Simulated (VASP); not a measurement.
Crystal: Ta.

```xyz
16
Lattice="6.6400 0.0000 0.0000 0.0000 6.6400 0.0000 0.0000 0.0000 6.6400" Properties=species:S:1:pos:R:3 pbc="T T T"
Ta    0.0000    0.0000    0.0000
Ta    1.6600    1.6600    1.6600
Ta    0.0000    0.0000    3.3200
Ta    1.6600    1.6600    4.9800
Ta    0.0000    3.3200    0.0000
Ta    1.6600    4.9800    1.6600
Ta    0.0000    3.3200    3.3200
Ta    1.6600    4.9800    4.9800
Ta    3.3200    0.0000    0.0000
Ta    4.9800    1.6600    1.6600
Ta    3.3200    0.0000    3.3200
Ta    4.9800    1.6600    4.9800
Ta    3.3200    3.3200    0.0000
Ta    4.9800    4.9800    1.6600
Ta    3.3200    3.3200    3.3200
Ta    4.9800    4.9800    4.9800
```

* Program: VASP 6.6.1
* Task: relaxation of cell and atoms
* Functional: PBEsol
* Potentials or basis: VASP PAW PBE potentials, release 64 (Ta_pv)
* Cutoff: 600 eV
* k mesh: 8 × 8 × 8
* Occupations: gaussian, width 0.1 eV
* Spin: no spin polarisation

At the start: pressure -6.7 GPa; volume 18.30 Å³/atom.

Question: How do energy, volume and symmetry change on relaxing?

Answer: Over 4 steps the energy falls by 13.0 meV/atom and the volume is 17.69 Å³/atom (-3.3 %); space group Im-3m (No. 229, to 0.1 Å) before and after.

The path:
| step | energy change (eV) | largest force (eV/Å) | pressure (GPa) | volume (Å³) |
| --- | --- | --- | --- | --- |
| 1 | 0.0000 | 0.0000 | -6.65 | 292.75 |
| 2 | 0.9612 | 0.0000 | 18.74 | 261.73 |
| 3 | -0.2081 | 0.0000 | -0.21 | 283.25 |
| 4 | -0.2083 | 0.0000 | -0.01 | 282.98 |

Final structure:
```
Ta
1.0
     6.56528    0.00000    0.00000
     0.00000    6.56528    0.00000
     0.00000    0.00000    6.56528
Ta
16
Direct
  0.00000 0.00000 0.00000
  0.25000 0.25000 0.25000
  0.00000 0.00000 0.50000
  0.25000 0.25000 0.75000
  0.00000 0.50000 0.00000
  0.25000 0.75000 0.25000
  0.00000 0.50000 0.50000
  0.25000 0.75000 0.75000
  0.50000 0.00000 0.00000
  0.75000 0.25000 0.25000
  0.50000 0.00000 0.50000
  0.75000 0.25000 0.75000
  0.50000 0.50000 0.00000
  0.75000 0.75000 0.25000
  0.50000 0.50000 0.50000
  0.75000 0.75000 0.75000
```

Caveat: the PAW data sets were made with another functional, which shifts forces and pressure a little.
